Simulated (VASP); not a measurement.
# Zn (P6_3/mmc) in VASP: notebook

The runs below take Zn through single point, with PBE.

Everything below comes from runs of VASP 6.6.1. Logs are shortened: lines on timing, memory, paths and dates and some standing lists are left out, and cuts for length are marked.

## 1. The cell of the first run

It takes space group P6_3/mmc (No. 194, hexagonal). Conventional cell: a = 2.665 Å, b = 2.665 Å, c = 5.342 Å, α = 90.00°, β = 90.00°, γ = 120.00°. Within 3.5 Å of Zn (site symmetry -6m2) lie 12 Zn at 2.66 to 3.08 Å.

## 2. Single point, PBE (strain +0.000 along x and y, +0.080 along z)

INCAR

```
ALGO     = Fast           # electronic algorithm
EDIFF    = 1E-6           # SCF threshold, eV
ENCUT    = 520            # plane-wave cutoff, eV
GGA      = PE             # functional
ISIF     = 2              # what is computed and relaxed
ISMEAR   = 0              # smearing method
LASPH    = T              # aspherical terms in the spheres
LCHARG   = T              # write CHGCAR
LELF     = T              # ELF
LREAL    = F              # projectors in reciprocal space
LVHAR    = T            
LWAVE    = F              # write WAVECAR
NBANDS   = 19             # bands
NELM     = 100            # most SCF steps
PREC     = Accurate       # precision mode
SIGMA    = 0.15           # smearing width, eV
```

KPOINTS

```
k-points
0
Gamma
  24 24 10
```

POSCAR

```
Zn
1.0
    2.6647980532      0.0000000000      0.0000000000
   -1.3323990266      2.3077828100      0.0000000000
    0.0000000000      0.0000000000      5.3424360000
Zn
2
Direct
    0.3333333333      0.6666666667      0.2500000000
    0.6666666667      0.3333333333      0.7500000000
```

Potentials or basis: VASP PAW PBE potentials, release 64 (Zn).

The run is started by

```
> cat potpaw_PBE.64/Zn/POTCAR > POTCAR
> mpirun -np 1 vasp_std > vasp.out
```

OUTCAR:

```text
EDIFF = 1E-6
   ENCUT = 520
   GGA = PE
   ISIF = 2
   ISMEAR = 0
   LASPH = T
   LREAL = F
   NELM = 100
   PREC = Accurate

 ion  position               nearest neighbor table
   1  0.333  0.667  0.250-
   2  0.667  0.333  0.750-

  LATTYP: Found a hexagonal cell.
 ALAT       =     2.6647980532
 C/A-ratio  =     2.0048183365

  Lattice vectors:

 A1 = (   2.6647980532,   0.0000000000,   0.0000000000)
 A2 = (  -1.3323990266,   2.3077828100,   0.0000000000)
 A3 = (   0.0000000000,   0.0000000000,   5.3424360000)

Analysis of symmetry for initial positions (statically):
=====================================================================
 Subroutine PRICEL returns:
 Original cell was already a primitive cell.

 Routine SETGRP: Setting up the symmetry group for a
 hexagonal supercell.

 Subroutine GETGRP returns: Found 24 space group operations
 (whereof 12 operations were pure point group operations)
 out of a pool of 24 trial point group operations.

The static configuration has the point symmetry D_3d.
 The point group associated with its full space group is D_6h.

Analysis of symmetry for dynamics (positions and initial velocities):
=====================================================================
 Subroutine PRICEL returns:
 Original cell was already a primitive cell.

 Routine SETGRP: Setting up the symmetry group for a
 hexagonal supercell.

 Subroutine GETGRP returns: Found 24 space group operations
 (whereof 12 operations were pure point group operations)
 out of a pool of 24 trial point group operations.

The dynamic configuration has the point symmetry D_3d.
 The point group associated with its full space group is D_6h.

 Subroutine INISYM returns: Found 24 space group operations
 (whereof 12 operations are pure point group operations),
 and found     1 'primitive' translations

----------------------------------------------------------------------------------------

                                     Primitive cell

  volume of cell :      32.8548

  direct lattice vectors                    reciprocal lattice vectors
     2.664798053  0.000000000  0.000000000     0.375262958  0.216658170  0.000000000
    -1.332399027  2.307782810  0.000000000     0.000000000  0.433316340  0.000000000
     0.000000000  0.000000000  5.342436000     0.000000000  0.000000000  0.187180530

  length of vectors
     2.664798053  2.664798053  5.342436000     0.433316340  0.433316340  0.187180530

  position of ions in fractional coordinates (direct lattice)
     0.333333333  0.666666667  0.250000000
     0.666666667  0.333333333  0.750000000

  ion indices of the primitive-cell ions
   primitive index   ion index
                 1           1
                 2           2

----------------------------------------------------------------------------------------

 KPOINTS: k-points

Automatic generation of k-mesh.
 Grid dimensions read from file:
 generate k-points for:   24   24   10

 Generating k-lattice:

  Cartesian coordinates                     Fractional coordinates (reciprocal lattice)
     0.015635957  0.009027424  0.000000000     0.041666667 -0.000000000  0.000000000
     0.000000000  0.018054847  0.000000000     0.000000000  0.041666667  0.000000000
     0.000000000  0.000000000  0.018718053     0.000000000  0.000000000  0.100000000

  Length of vectors
     0.018054847  0.018054847  0.018718053

  Shift w.r.t. Gamma in fractional coordinates (k-lattice)
     0.000000000  0.000000000  0.000000000

 Subroutine IBZKPT returns following result:
 ===========================================

 Found    366 irreducible k-points:

 Following reciprocal coordinates:
            Coordinates               Weight
  0.000000  0.000000  0.000000      1.000000
  0.041667  0.000000  0.000000      6.000000
  0.083333  0.000000  0.000000      6.000000
  0.125000 -0.000000  0.000000      6.000000
  0.166667  0.000000  0.000000      6.000000
  0.208333 -0.000000  0.000000      6.000000
[... 16 lines left out ...]
  0.416667  0.041667  0.000000     12.000000
  0.458333  0.041667  0.000000     12.000000
 [... further k-points ...]
   k-points           NKPTS =    366   k-points in BZ     NKDIM =    366   number of bands    NBANDS=     19
   number of dos      NEDOS =    301   number of ions     NIONS =      2
   total plane-waves  NPLWV =  16000
   dimension x,y,z NGX =    20 NGY =   20 NGZ =   40
   dimension x,y,z NGXF=    40 NGYF=   40 NGZF=   80
   ions per type =               2
   NGX,Y,Z   is equivalent  to a cutoff of  12.48, 12.48, 12.45 a.u.
   NGXF,Y,Z  is equivalent  to a cutoff of  24.95, 24.95, 24.89 a.u.
 SYSTEM =  unknown system
   PREC   = accura    normal or accurate (medium, high low for compatibility)
   ISTART =      0    job   : 0-new  1-cont  2-samecut
   ICHARG =      2    charge: 1-file 2-atom 10-const
   ISPIN  =      1    spin polarized calculation?
   LNONCOLLINEAR =      F non collinear calculations
   LSORBIT =      F    spin-orbit coupling
   LASPH  =      T    aspherical Exc in radial PAW
   ENCUT  =  520.0 eV  38.22 Ry    6.18 a.u.   4.95  4.95  9.93*2*pi/ulx,y,z
   NELM   =    100;   NELMIN=  2; NELMDL= -5     # of ELM steps
   EDIFF  = 0.1E-05   stopping-criterion for ELM
   LREAL  =      F    real-space projection
   EDIFFG = 0.1E-04   stopping-criterion for IOM
   NSW    =      0    number of steps for IOM
   IBRION =     -1    ionic relax: 0-MD 1-quasi-New 2-CG
   NFREE  =      0    steps in history (QN), initial steepest desc. (CG)
   ISIF   =      2    stress and relaxation
   ISYM   =      2    0-nonsym 1-usesym 2-fastsym
   POTIM  = 0.5000    time-step for ionic-motion
   TEBEG  =    0.0;   TEEND  =   0.0 temperature during run
   PSTRESS=    0.0 pullay stress
   NELECT =      24.0000    total number of electrons
   NUPDOWN=      -1.0000    fix difference up-down
   EMIN   =  10.00;   EMAX   =-10.00  energy-range for DOS
   EFERMI =   0.00;   METHOD = LEGACY
   ISMEAR =     0;   SIGMA  =   0.15  broadening in eV -4-tet -1-fermi 0-gaus
   EFERMI_NEDOS =   21; number of points for ismear=-14 and -15
   IALGO  =     68    algorithm
   IMIX   =      4    mixing-type and parameters
     AMIX     =   0.40;   BMIX     =  1.00
     AMIX_MAG =   1.60;   BMIX_MAG =  1.00
  volume/ion in A,a.u.               =      16.43       110.86
  Fermi-wavevector in a.u.,A,eV,Ry     =   1.474390  2.786193 29.576698  2.173826
  Thomas-Fermi vector in A             =   2.589167
   LORBIT       =      0    0 simple, 1 ext, 2 COOP (PROOUT), +10 PAW based schemes
   GGA     = PE    functional components
   LHFCALC =     F    Hartree Fock is set to
   AEXX    =    0.0000 exact exchange contribution
   IVDW    =     0    specifies the selected vdW correction
   LEPSILON=     F    determine dielectric tensor
   LRPA    =     F    only Hartree local field effects (RPA)
 non-spin polarized calculation
 RMM-DIIS sequential band-by-band and
 Gauss-broadening in eV      SIGMA  =   0.15
  energy-cutoff  :      520.00
  volume of cell :       32.85
 maximum number of plane-waves:       904
 NGX is ok and might be reduce to    20
   NGX =  9   NGY =  9   NGZ = 19

 number of electron      24.0000029 magnetization

 Free energy of the ion-electron system (eV)
  ---------------------------------------------------
  ext. energy  EPLUGINS =         0.00000000
  ---------------------------------------------------
  free energy    TOTEN  =        -2.19546498 eV

  energy without entropy =       -2.19084545  energy(sigma->0) =       -2.19315522

 E-fermi :   2.4959     XC(G=0): -11.1316

 val. band max:        2.4858459080   @ k =   0.3750   0.2500   0.3000
 cond. band min:       2.5111941467   @ k =   0.3333   0.1250   0.0000
 fundamental gap:      0.0253482386
 Fermi energy:         2.4959240000

 k-point     1 :       0.0000    0.0000    0.0000
  band No.  band energies     occupation
      1      -7.2681      2.00000
      2      -5.8853      2.00000
      3      -5.2357      2.00000
      4      -4.9717      2.00000
      5      -4.9717      2.00000
      6      -4.9432      2.00000
[... 11 lines left out ...]
     18      22.0080      0.00000
     19      22.0516      0.00000

 k-point     2 :       0.0417    0.0000    0.0000
  band No.  band energies     occupation
      1      -7.2161      2.00000
      2      -5.8606      2.00000
      3      -5.2291      2.00000
      4      -4.9779      2.00000
      5      -4.9597      2.00000
      6      -4.9492      2.00000
[... 11 lines left out ...]
     18      21.2799      0.00000
     19      22.4924      0.00000

 k-point     3 :       0.0833    0.0000    0.0000
  band No.  band energies     occupation
      1      -7.0611      2.00000
      2      -5.7901      2.00000
      3      -5.2106      2.00000
      4      -4.9948      2.00000
      5      -4.9651      2.00000
      6      -4.9245      2.00000
[... 11 lines left out ...]
     18      20.6715      0.00000
     19      21.9320      0.00000

 k-point     4 :       0.1250   -0.0000    0.0000
  band No.  band energies     occupation
      1      -6.8073      2.00000
      2      -5.6858      2.00000
      3      -5.1841      2.00000
      4      -5.0172      2.00000
      5      -4.9814      2.00000
      6      -4.8678      2.00000
[... 11 lines left out ...]
     18      19.9678      0.00000
     19      20.3448      0.00000

 k-point     5 :       0.1667    0.0000    0.0000
  band No.  band energies     occupation
      1      -6.4661      2.00000
      2      -5.5710      2.00000
      3      -5.1560      2.00000
      4      -5.0367      2.00000
      5      -4.9745      2.00000
      6      -4.8068      2.00000
[... 11 lines left out ...]
     18      18.6505      0.00000
     19      19.6593      0.00000

 k-point     6 :       0.2083   -0.0000    0.0000
  band No.  band energies     occupation
      1      -6.0719      2.00000
      2      -5.4846      2.00000
      3      -5.1213      2.00000
      4      -5.0293      2.00000
      5      -4.9291      2.00000
      6      -4.9118      2.00000
[... 11 lines left out ...]
     18      18.0207      0.00000
     19      18.1161      0.00000

 k-point     7 :       0.2500   -0.0000    0.0000
  band No.  band energies     occupation
      1      -5.7327      2.00000
      2      -5.4584      2.00000
      3      -5.0632      2.00000
      4      -5.0436      2.00000
      5      -4.9490      2.00000
      6      -4.7926      2.00000
[... 11 lines left out ...]
     18      16.7886      0.00000
     19      18.0334      0.00000

 k-point     8 :       0.2917    0.0000    0.0000
  band No.  band energies     occupation
      1      -5.5894      2.00000
      2      -5.4760      2.00000
      3      -5.1440      2.00000
      4      -4.9909      2.00000
      5      -4.8555      2.00000
      6      -4.8265      2.00000
[... 256 lines left out ...]
 k-point    20 :       0.2917    0.0417    0.0000
  band No.  band energies     occupation
      1      -5.5534      2.00000
      2      -5.4745      2.00000
      3      -5.1873      2.00000
      4      -4.9552      2.00000
      5      -4.8887      2.00000
      6      -4.7876      2.00000
[... 11 lines left out ...]
     18      16.9563      0.00000
     19      17.9949      0.00000

 k-point    21 :       0.3333    0.0417    0.0000
  band No.  band energies     occupation
      1      -5.5737      2.00000
      2      -5.5091      2.00000
      3      -5.2595      2.00000
      4      -4.9406      2.00000
      5      -4.8920      2.00000
      6      -4.7239      2.00000
[... 11 lines left out ...]
     18      17.5964      0.00000
     19      17.6676      0.00000

 k-point    22 :       0.3750    0.0417    0.0000
  band No.  band energies     occupation
      1      -5.6067      2.00000
      2      -5.5427      2.00000
      3      -5.3134      2.00000
      4      -4.9830      2.00000
      5      -4.8409      2.00000
      6      -4.7419      2.00000
[... 11 lines left out ...]
     18      17.2515      0.00000
     19      18.0998      0.00000

 k-point    23 :       0.4167    0.0417    0.0000
  band No.  band energies     occupation
      1      -5.6339      2.00000
      2      -5.5687      2.00000
      3      -5.3490      2.00000
      4      -5.0130      2.00000
      5      -4.8047      2.00000
      6      -4.7544      2.00000
[... 11 lines left out ...]
     18      17.0097      0.00000
     19      17.9682      0.00000

 k-point    24 :       0.4583    0.0417    0.0000
  band No.  band energies     occupation
      1      -5.6487      2.00000
      2      -5.5827      2.00000
      3      -5.3666      2.00000
      4      -5.0286      2.00000
      5      -4.7858      2.00000
      6      -4.7608      2.00000
[... 11 lines left out ...]
     18      16.8861      0.00000
     19      17.9020      0.00000

 [... further k-points ...]
[... 5 lines left out ...]
  --------------------------------------------------------------------------------------
  -------------------------------------------------------------------------------------
  Total       -0.5606887     -0.5606887     -0.6343555      0.0000000     -0.0000000      0.0000000
  in kB      -27.3422211    -27.3422211    -30.9346142      0.0000000     -0.0000000      0.0000000
  external PRESSURE =     -28.5396855 kB  Pullay stress =       0.0000000 kB

 VOLUME and BASIS-vectors are now :
 -----------------------------------------------------------------------------
  energy-cutoff  :      520.00
  volume of cell :       32.85
      direct lattice vectors                 reciprocal lattice vectors
     2.664798053  0.000000000  0.000000000     0.375262958  0.216658170  0.000000000
    -1.332399027  2.307782810  0.000000000     0.000000000  0.433316340  0.000000000
     0.000000000  0.000000000  5.342436000     0.000000000  0.000000000  0.187180530

 POSITION                                       TOTAL-FORCE (eV/Angst)
 -----------------------------------------------------------------------------------
     -0.00000      1.53852      1.33561        -0.000000     -0.000000     -0.000000
      1.33240      0.76926      4.00683         0.000000      0.000000      0.000000
 -----------------------------------------------------------------------------------
    total drift:                               -0.000000      0.000000      0.000000

  FREE ENERGIE OF THE ION-ELECTRON SYSTEM (eV)
  ---------------------------------------------------
  free  energy   TOTEN  =        -2.1954649848 eV

  energy  without entropy=       -2.1908454500  energy(sigma->0) =       -2.19315522
```

It took 84 s on 1 thread of AMD EPYC 9R45 (Zen 5), shared host; peak memory 0.26 GiB.

What came out:

* Free energy: -2.1955 eV
* Pressure: -2.9 GPa
* Band gap on the k mesh: zero (bands 12 and 13 overlap by 5.20 eV)

Stress tensor (GPa, compression positive):
```
-2.73  0.00  0.00
 0.00 -2.73  0.00
 0.00  0.00 -3.09
```

Levels at points of the mesh, in eV from the Fermi level:
```tsv
k point	band 8	band 9	band 10	band 11	band 12	band 13	band 14	band 15	band 16	band 17
(0.00, 0.00, 0.00)	-7.06	-7.06	-6.94	-6.94	-3.81	-3.45	10.71	14.53	18.05	18.05
(0.50, 0.00, 0.00)	-6.99	-6.71	-6.70	-2.28	-1.67	2.09	3.37	3.63	5.56	10.80
(0.00, 0.00, 0.50)	-7.34	-6.99	-6.99	-6.99	-6.99	3.14	3.14	19.08	19.08	19.08
(0.50, 0.00, 0.50)	-6.99	-6.71	-6.71	-1.45	-1.45	0.32	0.32	8.86	8.86	12.22
```

Caveat: the cell differs from its parent crystal (strain +0.000 along x and y, +0.080 along z).

## 3. Single point, PBE (strain +0.040 along x and y, +0.000 along z)

INCAR

```
PREC     = Accurate       # precision mode
ENCUT    = 520            # plane-wave cutoff, eV
EDIFF    = 1E-6           # SCF threshold, eV
ISMEAR   = 0              # smearing method
SIGMA    = 0.15           # smearing width, eV
LREAL    = F              # projectors in reciprocal space
LASPH    = T              # aspherical terms in the spheres
NELM     = 100            # most SCF steps
ALGO     = Fast           # electronic algorithm
ISIF     = 2              # what is computed and relaxed
LWAVE    = F              # write WAVECAR
LCHARG   = F              # write CHGCAR
GGA      = PE             # functional
NBANDS   = 19             # bands
```

KPOINTS

```
regular mesh
0
Gamma
  24 24 10
```

POSCAR

```
Zn
1.0
    2.7713899753      0.0000000000      0.0000000000
   -1.3856949877      2.4000941224      0.0000000000
    0.0000000000      0.0000000000      4.9467000000
Zn
2
Direct
    0.3333333333      0.6666666667      0.2500000000
    0.6666666667      0.3333333333      0.7500000000
```

Potentials or basis: VASP PAW PBE potentials, release 64 (Zn).

The run is started by

```
> cat potpaw_PBE.64/Zn/POTCAR > POTCAR
> mpirun -np 1 vasp_std > vasp.out
```

OUTCAR:

```text
PREC = Accurate
   ENCUT = 520
   EDIFF = 1E-6
   ISMEAR = 0
   LREAL = F
   LASPH = T
   NELM = 100
   ISIF = 2
   GGA = PE

 ion  position               nearest neighbor table
   1  0.333  0.667  0.250-   2 2.95   2 2.95   2 2.95   2 2.95   2 2.95   2 2.95
   2  0.667  0.333  0.750-   1 2.95   1 2.95   1 2.95   1 2.95   1 2.95   1 2.95

  LATTYP: Found a hexagonal cell.
 ALAT       =     2.7713899753
 C/A-ratio  =     1.7849166101

  Lattice vectors:

[... 192 lines left out ...]
      2      -5.6205      2.00000
      3      -5.0508      2.00000
      4      -4.8950      2.00000
      5      -4.8950      2.00000
      6      -4.8442      2.00000
[... 505 lines left out ...]
      6      -4.7656      2.00000
[... 11 lines left out ...]
     18      16.2326      0.00000
     19      16.5389      0.00000

 [... further k-points ...]
[... 5 lines left out ...]
  --------------------------------------------------------------------------------------
  -------------------------------------------------------------------------------------
  Total       -1.1723665     -1.1723665     -0.7375866      0.0000000      0.0000000      0.0000000
  in kB      -57.0863794    -57.0863794    -35.9155175      0.0000000      0.0000000      0.0000000
  external PRESSURE =     -50.0294255 kB  Pullay stress =       0.0000000 kB

 VOLUME and BASIS-vectors are now :
 -----------------------------------------------------------------------------
  energy-cutoff  :      520.00
  volume of cell :       32.90
      direct lattice vectors                 reciprocal lattice vectors
     2.771389975  0.000000000  0.000000000     0.360829767  0.208325163  0.000000000
    -1.385694988  2.400094122  0.000000000     0.000000000  0.416650327  0.000000000
     0.000000000  0.000000000  4.946700000     0.000000000  0.000000000  0.202154972

 POSITION                                       TOTAL-FORCE (eV/Angst)
 -----------------------------------------------------------------------------------
     -0.00000      1.60006      1.23667         0.000000      0.000000      0.000000
      1.38569      0.80003      3.71002        -0.000000     -0.000000      0.000000
 -----------------------------------------------------------------------------------
    total drift:                                0.000000     -0.000000      0.000000

  FREE ENERGIE OF THE ION-ELECTRON SYSTEM (eV)
  ---------------------------------------------------
  free  energy   TOTEN  =        -2.1616102244 eV

  energy  without entropy=       -2.1545948145  energy(sigma->0) =       -2.15810252
```

stdout:

```text
POSCAR found type information on POSCAR Zn
 POSCAR found :  1 types and       2 ions
 scaLAPACK will be used
 LDA part: xc-table for (Slater+PW92), standard interpolation
 POSCAR, INCAR and KPOINTS ok, starting setup
 FFT: planning ... GRIDC
 FFT: planning ... GRID_SOFT
 FFT: planning ... GRID
 WAVECAR not read
 entering main loop
WARNING in EDDRMM: call to ZHEGV failed, returncode =   8  4     17
WARNING in EDDRMM: call to ZHEGV failed, returncode =   8  4     18
WARNING in EDDRMM: call to ZHEGV failed, returncode =   6  3     18
WARNING in EDDRMM: call to ZHEGV failed, returncode =   6  3     16
WARNING in EDDRMM: call to ZHEGV failed, returncode =   8  4     16
WARNING in EDDRMM: call to ZHEGV failed, returncode =   6  3     18
WARNING in EDDRMM: call to ZHEGV failed, returncode =   8  4     19
```

It took 1.8 min on 1 thread of AMD EPYC 9R45 (Zen 5), shared host; peak memory 0.27 GiB.

What came out:

```yaml
Free_energy: -2.1616 eV
Pressure: -5.0 GPa
Band_gap_on_the_k_mesh: zero (bands 12 and 13 overlap by 4.12 eV)
```

Caveat: the cell differs from its parent crystal (strain +0.040 along x and y, +0.000 along z); the cell stands under tension.

The gap in the log of VASP goes by the Fermi energy; the results here count the filled bands.